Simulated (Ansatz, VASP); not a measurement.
Mg: VASP beside Ansatz

The input INCAR:

```
ALGO     = Normal         # electronic algorithm
EDIFF    = 1E-8           # SCF threshold, eV
ENCUT    = 520            # plane-wave cutoff, eV
GGA      = PE             # functional
ISIF     = 2              # what is computed and relaxed
ISMEAR   = -1             # smearing method
LASPH    = T              # aspherical terms in the spheres
LCHARG   = F              # write CHGCAR
LEFG     = T            
LREAL    = F              # projectors in reciprocal space
LWAVE    = F              # write WAVECAR
NBANDS   = 7              # bands
NELM     = 100            # most SCF steps
PREC     = Accurate       # precision mode
SIGMA    = 0.03           # smearing width, eV
```

File KPOINTS:

```
k-points
0
Gamma
  16 16 16
```

File POSCAR:

```
Mg
1.0
    0.0000000000      2.2367500710      2.2367500710
    2.2367500710      0.0000000000      2.2367500710
    2.2367500710      2.2367500710      0.0000000000
Mg
1
Direct
    0.0000000000      0.0000000000      0.0000000000
```

Input for Ansatz:

```yaml
crystal:
  lattice:
    - [0.0, 2.236750071, 2.236750071]
    - [2.236750071, 0.0, 2.236750071]
    - [2.236750071, 2.236750071, 0.0]
  atoms:
    - { symbol: Mg, position: [0.0, 0.0, 0.0] }
kpoints:
  mp_grid: { grid: [16, 16, 16] }
scf:
  occupations: { method: fermi_dirac, width: 0.03 }
hamiltonian:
  xc: pbe
  pseudopotentials: { kind: all_electron, datasets: crystal }
output:
  forces: true
  stress: true
  eigenvalues: true
  efg: { contact_densities: true }
```

Change from the starting cell: volume scaled by 0.99, crystal datasets.

Alike in both runs: task electric field gradients; functional PBE; k mesh 16 × 16 × 16; occupations fermi-dirac, width 0.03 eV; no spin polarisation.

```csv
,VASP,Ansatz
version,VASP 6.6.1,Ansatz 0.2.0
potentials or method,"VASP PAW PBE potentials, release 64 (Mg), cutoff 520 eV","all-electron PAW with datasets made for the crystal, scalar-relativistic"
```

```tsv
	VASP	Ansatz	Ansatz less VASP
pressure (GPa)	1.1	1.2	+0.10
```

Ansatz ran all-electron here, and VASP with PAW potentials.
